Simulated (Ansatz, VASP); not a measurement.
# Two plane-wave programs on GaN

```
Ga N
1.0
     0.00000    2.25350    2.25350
     2.25350    0.00000    2.25350
     2.25350    2.25350    0.00000
Ga N
1 1
Direct
  0.00000 0.00000 0.00000
  0.25000 0.25000 0.25000
```

Alike in both runs: task single point; functional PBE; k mesh 10 × 10 × 10; occupations gaussian, width 0.027 eV; no spin polarisation.

|  | VASP | Ansatz |
| --- | --- | --- |
| version | VASP 6.6.1 | Ansatz 0.2.0 |
| potentials or method | VASP PAW PBE potentials, release 64 (Ga_d, N) | Ansatz PAW |
| plane-wave cutoff (eV) | 520 | 420 |
| valence electrons in the cell | 18 | 18 |

|  | VASP | Ansatz | Ansatz less VASP |
| --- | --- | --- | --- |
| gap on the k mesh at the Fermi level (eV) | 1.72 | 1.72 | -0.007 |
| least direct gap on the mesh (eV) | 1.72 | 1.72 | -0.007 |
| pressure (GPa) | 5.1 | 5.0 | -0.07 |
